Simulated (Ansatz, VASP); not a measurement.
## La in VASP and in Ansatz

The input INCAR:

```
PREC = Accurate
ENCUT = 520
EDIFF = 1E-6
ISMEAR = -1
SIGMA = 0.1
LREAL = False
LASPH = True
NELM = 100
ALGO = Normal
ISIF = 2
LWAVE = False
LCHARG = False
GGA = CA
NBANDS = 12
```

KPOINTS

```
Automatic mesh
0
Gamma
  12 12 12
```

File POSCAR:

```
La
1.0
   -2.0506140671      2.0506140671      2.0506140671
    2.0506140671     -2.0506140671      2.0506140671
    2.0506140671      2.0506140671     -2.0506140671
La
1
Direct
    0.0000000000      0.0000000000      0.0000000000
```

Input for Ansatz:

```yaml
crystal:
  lattice:
    - [-2.0506140671, 2.0506140671, 2.0506140671]
    - [2.0506140671, -2.0506140671, 2.0506140671]
    - [2.0506140671, 2.0506140671, -2.0506140671]
  atoms:
    - { symbol: La, position: [0.0, 0.0, 0.0] }
hamiltonian:
  xc: lda
  pseudopotentials:
    kind: paw
    azcp:
      La: "pseudopotentials/La.paw.azcp"
basis:
  ecutwfc: 420
  fft_grid_basis: typed
kpoints:
  mp_grid: { grid: [12, 12, 12], shift: [0, 0, 0] }
magnetization:
  spin_polarized: false
scf:
  occupations: { method: fermi_dirac, width: 0.1 }
  lower_state_search: "off"
output:
  stress: true
  write_density: true
  write_potential: true
  elf: true
  volumetric_format: npy
```

Alike in both runs: task single point; functional LDA; k mesh 12 × 12 × 12; occupations fermi-dirac, width 0.1 eV; no spin polarisation.

|  | VASP | Ansatz |
| --- | --- | --- |
| version | VASP 6.6.1 | Ansatz 0.2.0 |
| potentials or method | VASP PAW LDA potentials, release 64 (La), cutoff 520 eV | plane waves (420 eV) with PAW, scalar-relativistic |
| valence electrons in the cell | 11 | 11 |

VASP gave:

| Quantity | Value |
| --- | --- |
| pressure (GPa) | -1.1 |

**Question.** What did Ansatz give for the same quantities?

**Answer.** Pressure (GPa): -1.0.

Ansatz warns that its potentials were made for another functional, while VASP's fit it. LDA's correlation is that of Perdew and Zunger in VASP and of Perdew and Wang (1992) in Ansatz.

Neither program's run includes spin-orbit coupling.
